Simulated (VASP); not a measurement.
Write the native input for VASP 6.6.1 that does the following.

* Task: single point
* Functional: PBE
* Potentials or basis: VASP PAW PBE potentials, release 64 (Mo_sv)
* Cutoff: 520 eV
* k mesh: 18 × 18 × 18
* Occupations: fermi-dirac, width 0.05 eV
* Spin: no spin polarisation
* Dipole correction: no
* Further INCAR settings: ALGO = Normal; EDIFF = 1e-06; NBANDS = 21

The structure of Mo lies in POSCAR:

```
Mo
1.0
   -2.4218258242      2.4218258242      1.2667458573
    2.4218258242     -2.4218258242      1.2667458573
    2.4218258242      2.4218258242     -1.2667458573
Mo
2
Direct
   -0.3750000000     -0.1250000000     -0.2500000000
    0.3750000000      0.1250000000      0.2500000000
```

The input as run:

INCAR

```
PREC = Accurate
ENCUT = 520
EDIFF = 1E-6
ISMEAR = -1
SIGMA = 0.05
LREAL = F
LASPH = T
NELM = 60
ALGO = Normal
ISIF = 2
LWAVE = F
LCHARG = F
GGA = PE
NBANDS = 21
```

KPOINTS

```
Automatic mesh
0
Gamma
  18 18 18
```

Potentials or basis: VASP PAW PBE potentials, release 64 (Mo_sv).

Command:

```console
$ cat potpaw_PBE.64/Mo_sv/POTCAR > POTCAR
$ mpirun -np 1 vasp_std > vasp.out
```

It gave:

| Quantity | Value |
| --- | --- |
| Pressure | 35.0 GPa |
| Band gap on the k mesh | zero (bands 14 and 15 overlap by 3.18 eV) |

Caveat: the cell stands under pressure.

It took 8.2 min on 1 thread of Intel Xeon 8259CL, on a shared host, peak memory 0.34 GiB.
